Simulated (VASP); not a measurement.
# In (Im-3m) in VASP: single point with PBE

Aim: the single point of In with PBE.

Everything below comes from runs of VASP 6.6.1. Logs are shortened: lines on timing, memory, paths and dates and some standing lists are left out, and cuts for length are marked.

## (1) The cell of the first run

Symmetry: Im-3m, No. 229, cubic system. The conventional cell has a = 3.740 Å, b = 3.740 Å, c = 3.740 Å, α = 90.00°, β = 90.00°, γ = 90.00°. Within 4.3 Å of In (site symmetry m-3m) lie 14 In at 3.24 to 3.74 Å.

## (2) Single point, PBE

File INCAR:

```
SYSTEM = In
ALGO = Normal
EDIFF = 1E-6
ENCUT = 520
GGA = PE
ISIF = 2
ISMEAR = 0
LASPH = .TRUE.
LCHARG = .FALSE.
LREAL = .FALSE.
LWAVE = .FALSE.
NBANDS = 12
NELM = 100
PREC = Accurate
SIGMA = 0.05
```

File KPOINTS:

```
k-points
0
G
  8 8 8
  0 0 0
```

File POSCAR:

```
In
1.0
   -1.8700426082      1.8700426082      1.8700426082
    1.8700426082     -1.8700426082      1.8700426082
    1.8700426082      1.8700426082     -1.8700426082
In
1
Direct
    0.0000000000      0.0000000000      0.0000000000
```

Potentials or basis: VASP PAW PBE potentials, release 64 (In_d).

Started as:

```
$ cat potpaw_PBE.64/In_d/POTCAR > POTCAR
$ mpirun -np 1 vasp_std > vasp.out
```

OUTCAR:

```text
SYSTEM = In
   EDIFF = 1E-6
   ENCUT = 520
   GGA = PE
   ISIF = 2
   ISMEAR = 0
   LASPH = .TRUE.
   LREAL = .FALSE.
   NELM = 100
   PREC = Accurate

 ion  position               nearest neighbor table
   1  0.000  0.000  0.000-

  LATTYP: Found a body centered cubic cell.
 ALAT       =     3.7400852164

  Lattice vectors:

 A1 = (  -1.8700426082,   1.8700426082,   1.8700426082)
 A2 = (   1.8700426082,  -1.8700426082,   1.8700426082)
 A3 = (   1.8700426082,   1.8700426082,  -1.8700426082)

Analysis of symmetry for initial positions (statically):
=====================================================================
 Subroutine PRICEL returns:
 Original cell was already a primitive cell.

 Routine SETGRP: Setting up the symmetry group for a
 body centered cubic supercell.

 Subroutine GETGRP returns: Found 48 space group operations
 (whereof 48 operations were pure point group operations)
 out of a pool of 48 trial point group operations.

The static configuration has the point symmetry O_h .

Analysis of symmetry for dynamics (positions and initial velocities):
=====================================================================
 Subroutine PRICEL returns:
 Original cell was already a primitive cell.

 Routine SETGRP: Setting up the symmetry group for a
 body centered cubic supercell.

 Subroutine GETGRP returns: Found 48 space group operations
 (whereof 48 operations were pure point group operations)
 out of a pool of 48 trial point group operations.

The dynamic configuration has the point symmetry O_h .

 Subroutine INISYM returns: Found 48 space group operations
 (whereof 48 operations are pure point group operations),
 and found     1 'primitive' translations

----------------------------------------------------------------------------------------

                                     Primitive cell

  volume of cell :      26.1586

  direct lattice vectors                    reciprocal lattice vectors
    -1.870042608  1.870042608  1.870042608     0.000000000  0.267373587  0.267373587
     1.870042608 -1.870042608  1.870042608     0.267373587  0.000000000  0.267373587
     1.870042608  1.870042608 -1.870042608     0.267373587  0.267373587  0.000000000

  length of vectors
     3.239008810  3.239008810  3.239008810     0.378123353  0.378123353  0.378123353

  position of ions in fractional coordinates (direct lattice)
     0.000000000  0.000000000  0.000000000

  ion indices of the primitive-cell ions
   primitive index   ion index
                 1           1

----------------------------------------------------------------------------------------

 KPOINTS: k-points

Automatic generation of k-mesh.
 Grid dimensions read from file:
 generate k-points for:    8    8    8

 Generating k-lattice:

  Cartesian coordinates                     Fractional coordinates (reciprocal lattice)
     0.000000000  0.033421698  0.033421698     0.125000000  0.000000000  0.000000000
     0.033421698  0.000000000  0.033421698     0.000000000  0.125000000  0.000000000
     0.033421698  0.033421698  0.000000000     0.000000000  0.000000000  0.125000000

  Length of vectors
     0.047265419  0.047265419  0.047265419

  Shift w.r.t. Gamma in fractional coordinates (k-lattice)
     0.000000000  0.000000000  0.000000000

 Subroutine IBZKPT returns following result:
 ===========================================

 Found     29 irreducible k-points:

 Following reciprocal coordinates:
            Coordinates               Weight
  0.000000  0.000000  0.000000      1.000000
  0.125000  0.000000  0.000000     12.000000
  0.250000  0.000000  0.000000     12.000000
  0.375000  0.000000  0.000000     12.000000
  0.500000  0.000000  0.000000      6.000000
  0.125000  0.125000  0.000000     24.000000
[... 16 lines left out ...]
 -0.250000  0.250000  0.250000      6.000000
 -0.375000  0.375000  0.250000     24.000000
 [... further k-points ...]
   k-points           NKPTS =     29   k-points in BZ     NKDIM =     29   number of bands    NBANDS=     12
   number of dos      NEDOS =    301   number of ions     NIONS =      1
   total plane-waves  NPLWV =  13824
   dimension x,y,z NGX =    24 NGY =   24 NGZ =   24
   dimension x,y,z NGXF=    48 NGYF=   48 NGZF=   48
   ions per type =               1
   NGX,Y,Z   is equivalent  to a cutoff of  12.32, 12.32, 12.32 a.u.
   NGXF,Y,Z  is equivalent  to a cutoff of  24.64, 24.64, 24.64 a.u.
 SYSTEM =  In
   PREC   = accura    normal or accurate (medium, high low for compatibility)
   ISTART =      0    job   : 0-new  1-cont  2-samecut
   ICHARG =      2    charge: 1-file 2-atom 10-const
   ISPIN  =      1    spin polarized calculation?
   LNONCOLLINEAR =      F non collinear calculations
   LSORBIT =      F    spin-orbit coupling
   LASPH  =      T    aspherical Exc in radial PAW
   ENCUT  =  520.0 eV  38.22 Ry    6.18 a.u.   6.02  6.02  6.02*2*pi/ulx,y,z
   NELM   =    100;   NELMIN=  2; NELMDL= -5     # of ELM steps
   EDIFF  = 0.1E-05   stopping-criterion for ELM
   LREAL  =      F    real-space projection
   EDIFFG = 0.1E-04   stopping-criterion for IOM
   NSW    =      0    number of steps for IOM
   IBRION =     -1    ionic relax: 0-MD 1-quasi-New 2-CG
   NFREE  =      0    steps in history (QN), initial steepest desc. (CG)
   ISIF   =      2    stress and relaxation
   ISYM   =      2    0-nonsym 1-usesym 2-fastsym
   POTIM  = 0.5000    time-step for ionic-motion
   TEBEG  =    0.0;   TEEND  =   0.0 temperature during run
   PSTRESS=    0.0 pullay stress
   NELECT =      13.0000    total number of electrons
   NUPDOWN=      -1.0000    fix difference up-down
   EMIN   =  10.00;   EMAX   =-10.00  energy-range for DOS
   EFERMI =   0.00;   METHOD = LEGACY
   ISMEAR =     0;   SIGMA  =   0.05  broadening in eV -4-tet -1-fermi 0-gaus
   EFERMI_NEDOS =   21; number of points for ismear=-14 and -15
   IALGO  =     38    algorithm
   IMIX   =      4    mixing-type and parameters
     AMIX     =   0.40;   BMIX     =  1.00
     AMIX_MAG =   1.60;   BMIX_MAG =  1.00
  volume/ion in A,a.u.               =      26.16       176.53
  Fermi-wavevector in a.u.,A,eV,Ry     =   1.296735  2.450473 22.878479  1.681521
  Thomas-Fermi vector in A             =   2.428172
   LORBIT       =      0    0 simple, 1 ext, 2 COOP (PROOUT), +10 PAW based schemes
   GGA     = PE    functional components
   LHFCALC =     F    Hartree Fock is set to
   AEXX    =    0.0000 exact exchange contribution
   IVDW    =     0    specifies the selected vdW correction
   LEPSILON=     F    determine dielectric tensor
   LRPA    =     F    only Hartree local field effects (RPA)
 non-spin polarized calculation
 Gauss-broadening in eV      SIGMA  =   0.05
  energy-cutoff  :      520.00
  volume of cell :       26.16
 maximum number of plane-waves:       716
   NGX = 13   NGY = 13   NGZ = 13

 number of electron      12.9999994 magnetization

 Free energy of the ion-electron system (eV)
  ---------------------------------------------------
  ext. energy  EPLUGINS =         0.00000000
  ---------------------------------------------------
  free energy    TOTEN  =        -2.50417926 eV

  energy without entropy =       -2.50150799  energy(sigma->0) =       -2.50284363

 E-fermi :   7.6544     XC(G=0): -10.2556

 val. band max:        7.6434619234   @ k =   0.2500   0.2500   0.2500
 cond. band min:       7.6661999965   @ k =  -0.3750   0.3750   0.1250
 fundamental gap:      0.0227380732
 Fermi energy:         7.6543624711

 k-point     1 :       0.0000    0.0000    0.0000
  band No.  band energies     occupation
      1      -7.1596      2.00000
      2      -7.1596      2.00000
      3      -7.1596      2.00000
      4      -6.8819      2.00000
      5      -6.8819      2.00000
      6      -2.0144      2.00000
      7      18.6467      0.00000
      8      18.6467      0.00000
      9      18.6467      0.00000
     10      20.5347      0.00000
     11      20.5347      0.00000
     12      20.5347      0.00000

 k-point     2 :       0.1250    0.0000    0.0000
  band No.  band energies     occupation
      1      -7.1762      2.00000
      2      -7.1459      2.00000
      3      -7.0965      2.00000
      4      -6.8987      2.00000
      5      -6.8825      2.00000
      6      -1.6510      2.00000
      7      15.6428      0.00000
      8      17.2368      0.00000
      9      17.8014      0.00000
     10      19.3056      0.00000
     11      19.5784      0.00000
     12      20.4924      0.00000

 k-point     3 :       0.2500    0.0000    0.0000
  band No.  band energies     occupation
      1      -7.2159      2.00000
      2      -7.1395      2.00000
      3      -6.9399      2.00000
      4      -6.9206      2.00000
      5      -6.8835      2.00000
      6      -0.5431      2.00000
      7      11.2629      0.00000
      8      15.2863      0.00000
      9      16.2954      0.00000
     10      18.3993      0.00000
     11      18.5046      0.00000
     12      21.5374      0.00000
[... 286 lines left out ...]
 k-point    23 :      -0.2500    0.2500    0.2500
  band No.  band energies     occupation
      1      -7.0703      2.00000
      2      -7.0056      2.00000
      3      -7.0056      2.00000
      4      -6.9640      2.00000
      5      -6.9551      2.00000
      6       0.9262      2.00000
      7      12.1213      0.00000
      8      12.1213      0.00000
      9      12.3476      0.00000
     10      14.8569      0.00000
     11      23.3202      0.00000
     12      23.3203      0.00000

 k-point    24 :      -0.3750    0.3750    0.2500
  band No.  band energies     occupation
      1      -7.1387      2.00000
      2      -7.0488      2.00000
      3      -7.0105      2.00000
      4      -6.9231      2.00000
      5      -6.8031      2.00000
      6       2.7565      2.00000
      7       8.6477      0.00000
      8      10.8956      0.00000
      9      12.4332      0.00000
     10      15.2313      0.00000
     11      20.3388      0.00000
     12      22.7839      0.00000

 [... further k-points ...]
[... 5 lines left out ...]
  --------------------------------------------------------------------------------------
  -------------------------------------------------------------------------------------
  Total        0.3896813      0.3896813      0.3896813     -0.0000000      0.0000000      0.0000000
  in kB       23.8674288     23.8674288     23.8674288     -0.0000000      0.0000000      0.0000000
  external PRESSURE =      23.8674288 kB  Pullay stress =       0.0000000 kB

 VOLUME and BASIS-vectors are now :
 -----------------------------------------------------------------------------
  energy-cutoff  :      520.00
  volume of cell :       26.16
      direct lattice vectors                 reciprocal lattice vectors
    -1.870042608  1.870042608  1.870042608     0.000000000  0.267373587  0.267373587
     1.870042608 -1.870042608  1.870042608     0.267373587  0.000000000  0.267373587
     1.870042608  1.870042608 -1.870042608     0.267373587  0.267373587  0.000000000

 POSITION                                       TOTAL-FORCE (eV/Angst)
 -----------------------------------------------------------------------------------
      0.00000      0.00000      0.00000         0.000000      0.000000     -0.000000
 -----------------------------------------------------------------------------------
    total drift:                               -0.000000      0.000000      0.000000

  FREE ENERGIE OF THE ION-ELECTRON SYSTEM (eV)
  ---------------------------------------------------
  free  energy   TOTEN  =        -2.5041792619 eV

  energy  without entropy=       -2.5015079889  energy(sigma->0) =       -2.50284363
```

Run time: 7.3 s. Hardware: 1 thread of Intel Xeon Platinum 8259CL at 2.50GHz (Skylake/Cascade Lake), shared host; peak memory 0.13 GiB.

What came out:

| Quantity | Value |
| --- | --- |
| Free energy | -2.5042 eV |
| Pressure | 2.4 GPa |

Levels at points of the mesh, in eV from the Fermi level:
```tsv
k point	band 2	band 3	band 4	band 5	band 6	band 7	band 8	band 9	band 10	band 11
(0.00, 0.00, 0.00)	-14.81	-14.81	-14.54	-14.54	-9.67	10.99	10.99	10.99	12.88	12.88
(0.50, 0.00, 0.00)	-14.85	-14.55	-14.54	-14.36	-4.05	-3.32	5.80	7.21	9.98	10.06
(0.50, 0.50, 0.50)	-14.92	-14.41	-14.41	-14.41	0.91	1.13	1.13	1.13	5.15	5.15
```

Caveat: spin-orbit coupling is left out, which moves the levels of the heavy elements.
